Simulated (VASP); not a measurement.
**C: single point with PBEsol**

Crystal: C.

```
CELL_PARAMETERS angstrom
0.00000 1.53033 1.53033
1.53033 0.00000 1.53033
1.53033 1.53033 0.00000
ATOMIC_POSITIONS crystal
C 0.00000 0.00000 0.00000
```

| Quantity | Value |
| --- | --- |
| Program | VASP 6.6.1 |
| Task | single point |
| Functional | PBEsol |
| Potentials or basis | VASP PAW PBE potentials, release 64 (C) |
| Cutoff | 520 eV |
| k mesh | 8 × 8 × 8 |
| Occupations | gaussian, width 0.1 eV |
| Spin | no spin polarisation |

```yaml
Pressure: 0.2 GPa
Band_gap_on_the_k_mesh: zero (band 2 reaches 16.04 eV, above the bottom of band 3 at 4.23 eV)
```

Levels at points of the mesh, in eV from the Fermi level:
| k point | band 1 | band 2 | band 3 | band 4 | band 5 |
| --- | --- | --- | --- | --- | --- |
| (0.00, 0.00, 0.00) | -19.11 | 8.11 | 8.11 | 8.11 | 30.10 |
| (0.50, 0.00, 0.00) | -9.52 | -8.96 | 6.35 | 6.35 | 24.87 |
| (0.50, 0.50, 0.00) | -7.02 | -5.51 | 2.22 | 2.22 | 14.68 |

It took 1 s on 1 thread of Intel(R) Xeon(R) 6975P-C (Granite Rapids), with other jobs on the host, peak memory 0.1 GiB.

Caveat: the k points lie up to 0.44 Å⁻¹ apart; the PAW data sets were made with another functional, which shifts forces and pressure a little.
